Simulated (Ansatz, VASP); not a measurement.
**Sr in VASP and in Ansatz**

The input INCAR:

```
SYSTEM = Sr
PREC = Accurate
ENCUT = 520
EDIFF = 1E-6
ISMEAR = 0
SIGMA = 0.15
LREAL = .False.
LASPH = .True.
NELM = 80
ALGO = Normal
ISIF = 2
LWAVE = .False.
LCHARG = .True.
GGA = PS
LELF = .True.
LVHAR = .True.
NBANDS = 11
```

KPOINTS

```
Automatic mesh
0
Gamma
  14 14 14
  0 0 0
```

The input POSCAR:

```
Sr
1.0
   -2.4250000000      2.0612500000      2.4250000000
    2.4250000000     -2.0612500000      2.4250000000
    2.4250000000      2.0612500000     -2.4250000000
Sr
1
Direct
    0.0000000000      0.0000000000      0.0000000000
```

Input for Ansatz:

```yaml
crystal:
  lattice:
    - [-2.425, 2.06125, 2.425]
    - [2.425, -2.06125, 2.425]
    - [2.425, 2.06125, -2.425]
  atoms:
    - { symbol: Sr, position: [0.0, 0.0, 0.0] }
basis:
  ecutwfc: 420
kpoints:
  mp_grid: { grid: [14, 14, 14] }
hamiltonian:
  xc: pbesol
scf:
  occupations: { method: gaussian, width: 0.15 }
output:
  forces: true
  stress: true
  eigenvalues: true
```

Change from the starting cell: strain -0.1500 x Voigt [0, 1, 0, 0, 0, 0], atoms carried along.

Alike in both runs: task single point; functional PBEsol; k mesh 14 × 14 × 14; occupations gaussian, width 0.15 eV; no spin polarisation.

|  | VASP | Ansatz |
| --- | --- | --- |
| version | VASP 6.6.1 | Ansatz 0.2.0 |
| potentials or method | VASP PAW PBE potentials, release 64 (Sr_sv), cutoff 520 eV | scalar-relativistic, plane waves, PAW |
| valence electrons in the cell | 10 | 10 |

Ansatz gave:

| Item | Value |
| --- | --- |
| gap on the k mesh at the Fermi level (eV) | none |
| pressure (GPa) | 0.9 |
| traceless stress, the component that is largest in VASP (GPa) | 1.08 |

Which values does VASP return?

gap on the k mesh at the Fermi level (eV): none; pressure (GPa): 0.9; traceless stress, the component that is largest in VASP (GPa): 1.09.

VASP's potentials were made for PBE, not for PBEsol. A gap of «none» marks a metal or a gap that the smearing closes. With one functional, cell and mesh, what is left measures potentials, basis and numerics.
